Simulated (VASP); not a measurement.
Wanted: the native input for a VASP 6.6.1 run.

- Task: single point
- Functional: PBE
- Potentials or basis: VASP PAW PBE potentials, release 64 (Si, C)
- Cutoff: 520 eV
- k mesh: 10 × 10 × 3
- Occupations: gaussian, width 0.05 eV
- Spin: no spin polarisation
- Dipole correction: no
- Further INCAR settings: ALGO = Normal; EDIFF = 1e-06; NBANDS = 26

The structure of SiC lies in POSCAR:

```
SiC
1.0
   -3.0759982064      0.0000000000      0.0000000000
   -1.5379991032     -2.6638925888      0.0000000000
    0.0000000000      0.0000000000     10.0960000000
Si C
4 4
Direct
    0.3333333333      0.3333333333      0.0000000000
    0.3333333333      0.3333333333      0.5000000000
    0.6666666667      0.6666666667      0.2500000000
    0.6666666667      0.6666666667      0.7500000000
    0.3333333333      0.3333333333      0.1925000000
    0.3333333333      0.3333333333      0.6925000000
    0.6666666667      0.6666666667      0.4425000000
    0.6666666667      0.6666666667      0.9425000000
```

One way to write it, as run:

INCAR

```
PREC = Accurate ; ENCUT = 520
EDIFF = 1E-6 ; ISMEAR = 0
SIGMA = 0.05 ; LREAL = F
LASPH = T ; NELM = 60
ALGO = Normal ; ISIF = 2
LWAVE = F ; LCHARG = F
GGA = PE ; NBANDS = 26
```

KPOINTS

```
Automatic mesh
0
Gamma
  10 10 3
```

Potentials or basis: VASP PAW PBE potentials, release 64 (Si, C).

The run is started by

```console
$ cat potpaw_PBE.64/Si/POTCAR potpaw_PBE.64/C/POTCAR > POTCAR
$ mpirun -np 1 vasp_std > vasp.out
```

It gave:

* Pressure: 3.6 GPa
* Largest force: 0.753 eV/Å
* Band gap on the k mesh: 2.48 eV

Caveat: the cell stands under pressure; an odd mesh through Γ misses points on the zone boundary, where band edges can lie.

It took 52 s on 1 thread of AMD EPYC 7R43 64-Core Processor (Zen 3), on a shared host, peak memory 0.18 GiB.
